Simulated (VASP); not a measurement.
# Fe (P6_3/mmc) in VASP: notebook, part 2 of 2

VASP 6.6.1.

## 5. Single point, PBE, collinear spin, ferromagnetic start

This run uses another cell than the first one, of 6.12 Å³/atom, 1.154 times its volume.

The input, INCAR:

```
PREC     = Accurate       # precision mode
ENCUT    = 520            # plane-wave cutoff, eV
EDIFF    = 1E-6           # SCF threshold, eV
ISMEAR   = 0              # smearing method
SIGMA    = 0.05           # smearing width, eV
LREAL    = False          # projectors in reciprocal space
LASPH    = True           # aspherical terms in the spheres
NELM     = 150            # most SCF steps
ALGO     = Normal         # electronic algorithm
ISIF     = 2              # what is computed and relaxed
LWAVE    = False          # write WAVECAR
LCHARG   = True           # write CHGCAR
ISPIN    = 2              # spin polarisation
MAGMOM   = 2.5 2.5        # initial moments
LORBIT   = 11             # projections on sites
LMAXMIX  = 4              # l up to which the mixer works
GGA      = PE             # functional
LELF     = True           # ELF
LVHAR    = True         
NBANDS   = 19             # bands
```

The input, KPOINTS:

```
Automatic mesh
0
Gamma
  17 17 9
```

The input, POSCAR:

```
Fe
1.0
    2.0696880635      0.0000000000      0.0000000000
   -1.0348440318      1.7924024409      0.0000000000
    0.0000000000      0.0000000000      3.2993573739
Fe
2
Direct
    0.3333333333      0.6666666667      0.2500000000
    0.6666666667      0.3333333333      0.7500000000
```

Potentials or basis: VASP PAW PBE potentials, release 64 (Fe).

Launch:

```
$ cat potpaw_PBE.64/Fe/POTCAR > POTCAR
$ mpirun -np 1 vasp_std > vasp.out
```

OUTCAR:

```text
PREC = Accurate
   ENCUT = 520
   EDIFF = 1E-6
   ISMEAR = 0
   LREAL = False
   LASPH = True
   NELM = 150
   ISIF = 2
   ISPIN = 2
   LORBIT = 11
   GGA = PE

 ion  position               nearest neighbor table
   1  0.333  0.667  0.250-   2 2.04   2 2.04   2 2.04   2 2.04   2 2.04   2 2.04   2 2.90   2 2.90
                             2 2.90   2 2.90   2 2.90   2 2.90
   2  0.667  0.333  0.750-   1 2.04   1 2.04   1 2.04   1 2.04   1 2.04   1 2.04   1 2.90   1 2.90
                             1 2.90   1 2.90   1 2.90   1 2.90

  LATTYP: Found a hexagonal cell.
 ALAT       =     2.0696880635
 C/A-ratio  =     1.5941326773

  Lattice vectors:

[... 1278 lines left out ...]

 VOLUME and BASIS-vectors are now :
 -----------------------------------------------------------------------------
  energy-cutoff  :      520.00
  volume of cell :       12.24
      direct lattice vectors                 reciprocal lattice vectors
     2.069688064  0.000000000  0.000000000     0.483164597  0.278955210  0.000000000
    -1.034844032  1.792402441  0.000000000     0.000000000  0.557910421  0.000000000
     0.000000000  0.000000000  3.299357374     0.000000000  0.000000000  0.303089325

 POSITION                                       TOTAL-FORCE (eV/Angst)
 -----------------------------------------------------------------------------------
     -0.00000      1.19493      0.82484         0.000000      0.000000      0.000000
      1.03484      0.59747      2.47452        -0.000000      0.000000      0.000000
 -----------------------------------------------------------------------------------
    total drift:                                0.000000     -0.000000     -0.000000

  FREE ENERGIE OF THE ION-ELECTRON SYSTEM (eV)
  ---------------------------------------------------
  free  energy   TOTEN  =        -8.9045428778 eV

  energy  without entropy=       -8.9022754665  energy(sigma->0) =       -8.90340917

 total charge

# of ion       s       p       d       tot
------------------------------------------
    1        0.878   1.335   7.313   9.526
    2        0.878   1.335   7.313   9.526
--------------------------------------------------
tot          1.756   2.670  14.625  19.052

 magnetization (x)

# of ion       s       p       d       tot
------------------------------------------
    1       -0.000  -0.000   0.000   0.000
    2       -0.000  -0.000   0.000   0.000
--------------------------------------------------
tot         -0.000  -0.000   0.000   0.000
```

OSZICAR:

```text
N       E                     dE             d eps       ncg     rms          rms(c)
DAV:   1     0.807235719484E+02    0.80724E+02   -0.69559E+03 14204   0.126E+03
DAV:   2    -0.500274474004E+01   -0.85726E+02   -0.74588E+02 12698   0.220E+02
DAV:   3    -0.859664564159E+01   -0.35939E+01   -0.34726E+01 13754   0.531E+01
DAV:   4    -0.861815744315E+01   -0.21512E-01   -0.21497E-01 13792   0.389E+00
DAV:   5    -0.861830591651E+01   -0.14847E-03   -0.14847E-03 14127   0.310E-01    0.402E+01
DAV:   6    -0.923798239398E+01   -0.61968E+00   -0.64298E-01 14002   0.216E+01    0.141E+01
DAV:   7    -0.897827697104E+01    0.25971E+00   -0.50454E-02 19491   0.481E+00    0.594E+00
DAV:   8    -0.892140232590E+01    0.56875E-01   -0.78023E-03 13779   0.106E+00    0.252E+00
DAV:   9    -0.890477317431E+01    0.16629E-01   -0.82059E-03 14722   0.121E+00    0.289E-01
DAV:  10    -0.890468256927E+01    0.90605E-04   -0.12842E-04 15766   0.143E-01    0.183E-01
DAV:  11    -0.890461099096E+01    0.71578E-04   -0.28879E-05 15502   0.696E-02    0.640E-02
DAV:  12    -0.890455700120E+01    0.53990E-04   -0.29650E-06 13741   0.226E-02    0.184E-02
DAV:  13    -0.890454322090E+01    0.13780E-04   -0.68459E-07  8591   0.108E-02    0.565E-03
DAV:  14    -0.890454287783E+01    0.34308E-06   -0.70336E-08  7182   0.411E-03
   1 F= -.89045429E+01 E0= -.89034092E+01  d E =-.226741E-02  mag=    -0.0000
```

Wall time 58 s (1 thread of AMD EPYC 7R43 (Zen 3), shared host); peak memory 0.13 GiB.

What came out:

- Free energy: -8.9045 eV
- Pressure: 463.9 GPa
- Band gap on the k mesh: zero (filled and empty bands overlap)
- Net moment: 0.00 μB per cell

Caveat: the starting moments collapsed, and a magnetic state may lie lower.

## 6. Single point, PBE, collinear spin, ferromagnetic start

This run uses another cell than the first one, of 6.94 Å³/atom, 1.308 times its volume.

The input, INCAR:

```
PREC = Accurate
ENCUT = 520
EDIFF = 1E-6
ISMEAR = -1
SIGMA = 0.05
LREAL = F
LASPH = T
NELM = 150
ALGO = Normal
ISIF = 2
LWAVE = F
LCHARG = F
ISPIN = 2
MAGMOM = 2.5 2.5
LORBIT = 11
LMAXMIX = 4
GGA = PE
NBANDS = 19
```

KPOINTS is that of step 5.

The input, POSCAR:

```
Fe
1.0
    2.1591613013      0.0000000000      0.0000000000
   -1.0795806507      1.8698885378      0.0000000000
    0.0000000000      0.0000000000      3.4357901948
Fe
2
Direct
    0.3333333333      0.6666666667      0.2500000000
    0.6666666667      0.3333333333      0.7500000000
```

Potentials or basis: VASP PAW PBE potentials, release 64 (Fe).

Launch:

```
$ cat potpaw_PBE.64/Fe/POTCAR > POTCAR
$ mpirun -np 1 vasp_std > vasp.out
```

Wall time 58 s (1 thread of AMD EPYC 7R43 (Zen 3), shared host); peak memory 0.14 GiB.

Results (log left out):

* Free energy: -12.5382 eV
* Pressure: 265.8 GPa
* Band gap on the k mesh: zero (filled and empty bands overlap)
* Net moment: 0.00 μB per cell

Stress tensor (GPa, compression positive):
```
266.06   0.00   0.00
  0.00 266.06   0.00
  0.00   0.00 265.25
```

Levels at points of the mesh, in eV from the Fermi level:
Spin up:
| k point | band 4 | band 5 | band 6 | band 7 | band 8 | band 9 | band 10 | band 11 | band 12 | band 13 |
| --- | --- | --- | --- | --- | --- | --- | --- | --- | --- | --- |
| (0.00, 0.00, 0.00) | -2.97 | -2.78 | -2.13 | -2.13 | -1.45 | -1.45 | 1.01 | 1.20 | 1.20 | 13.56 |
Spin down:
| k point | band 5 | band 6 | band 7 | band 8 | band 9 | band 10 | band 11 | band 12 |
| --- | --- | --- | --- | --- | --- | --- | --- | --- |
| (0.00, 0.00, 0.00) | -2.78 | -2.13 | -2.13 | -1.45 | -1.45 | 1.01 | 1.20 | 1.20 |

Caveat: the starting moments collapsed, and a magnetic state may lie lower.
